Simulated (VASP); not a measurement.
## NbP: single point with PBE

NbP:

```xyz
8
Lattice="3.3805 0.0000 0.0000 0.0000 3.3387 0.0000 0.0000 0.0000 11.3994" Properties=species:S:1:pos:R:3 pbc="T T T"
Nb    1.6903    1.6693    0.0004
Nb    0.0000    1.6693    8.5499
Nb    0.0000    0.0000    5.7001
Nb    1.6903    0.0000    2.8502
P     0.0000    0.0000    0.9415
P     1.6903    0.0000    9.4911
P     1.6903    1.6693    6.6412
P     0.0000    1.6693    3.7914
```

This cell differs from its parent crystal: uniaxial strain along a: +1.0 %.

| Item | Value |
| --- | --- |
| Program | VASP 6.6.1 |
| Task | single point |
| Functional | PBE |
| Potentials or basis | VASP PAW PBE potentials, release 64 (Nb_sv, P) |
| Cutoff | 520 eV |
| k mesh | 10 × 10 × 4 |
| Occupations | gaussian, width 0.1 eV |
| Spin | no spin polarisation |

```json
{"Pressure": "-1.4 GPa", "Largest force": "0.076 eV/Å", "Band gap on the k mesh": "zero (band 36 reaches 10.70 eV, above the bottom of band 37 at 10.55 eV)"}
```

Forces in eV/Å, atoms in the order of the input:
```
Nb   0.000  0.000  0.076
Nb   0.000  0.000 -0.015
Nb   0.000  0.000  0.076
Nb   0.000  0.000 -0.015
P    0.000  0.000  0.009
P    0.000  0.000 -0.070
P    0.000  0.000  0.009
P    0.000  0.000 -0.070
```

Stress tensor (GPa, compression positive):
```
-3.02  0.00  0.00
 0.00 -0.80  0.00
 0.00  0.00 -0.33
```

Levels at points of the mesh, in eV from the Fermi level:
```
           k point  band 32  band 33  band 34  band 35  band 36  band 37  band 38  band 39  band 40  band 41
(0.00, 0.00, 0.00)    -1.65    -1.47    -1.27    -0.67    -0.47     0.79     1.15     1.16     1.58     2.30
(0.50, 0.00, 0.00)    -1.95    -1.47    -1.47    -0.02    -0.02    -0.01    -0.01     1.54     1.54     2.38
(0.00, 0.50, 0.00)    -1.94    -1.45    -1.45    -0.11    -0.11     0.00     0.00     1.47     1.47     2.52
(0.50, 0.50, 0.00)    -2.80    -0.45    -0.45    -0.44    -0.44     2.85     2.85     2.98     2.98     3.02
(0.00, 0.00, 0.50)    -2.03    -1.03    -1.03    -0.84    -0.84     0.89     0.89     1.45     1.45     2.66
(0.50, 0.00, 0.50)    -1.86    -1.47    -1.47    -0.09    -0.09     0.10     0.10     1.34     1.34     2.42
(0.00, 0.50, 0.50)    -1.83    -1.47    -1.47    -0.06    -0.06     0.02     0.02     1.27     1.27     2.48
(0.50, 0.50, 0.50)    -2.84    -0.44    -0.44    -0.42    -0.42     2.86     2.86     2.98     2.98     3.02
```

It took 16 min on 1 thread of Intel(R) Xeon(R) Platinum 8259CL CPU @ 2.50GHz (Skylake/Cascade Lake) (shared host), peak memory 0.57 GiB.

Caveat: the cell differs from its parent crystal (uniaxial strain along a: +1.0 %).
